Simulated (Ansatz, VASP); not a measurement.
Cu in VASP and in Ansatz

```
Cu
1.0
     2.56645    0.00000    0.00000
     0.00000    3.62951    0.00000
     0.00000    0.00000   21.13290
Cu
5
Direct
  0.00000 0.00000 0.38258
  0.50000 0.50000 0.43769
  0.00000 0.00000 0.50000
  0.50000 0.50000 0.56231
  0.00000 0.00000 0.61742
```

Alike in both runs: task single point; functional PBE; k mesh 16 × 11 × 1; occupations fermi-dirac, width 0.05 eV; no spin polarisation.

|  | VASP | Ansatz |
| --- | --- | --- |
| version | VASP 6.6.1 | Ansatz 0.2.0 |
| potentials or method | VASP PAW PBE potentials, release 64 (Cu) | PAW with Ansatz's default frozen-core files, scalar-relativistic |
| plane-wave cutoff (eV) | 520 | 420 |
| valence electrons in the cell | 55 | 95 |

|  | VASP | Ansatz | Ansatz less VASP |
| --- | --- | --- | --- |
| rms of the force components (eV/Å) | 0.014 | 0.003 | -0.0105 |

Atom by atom the forces differ by 0.011 eV/Å (rms over components). VASP's potentials hold 55 valence electrons a cell and Ansatz's 95, so a difference there can come from the potentials and not from the codes.
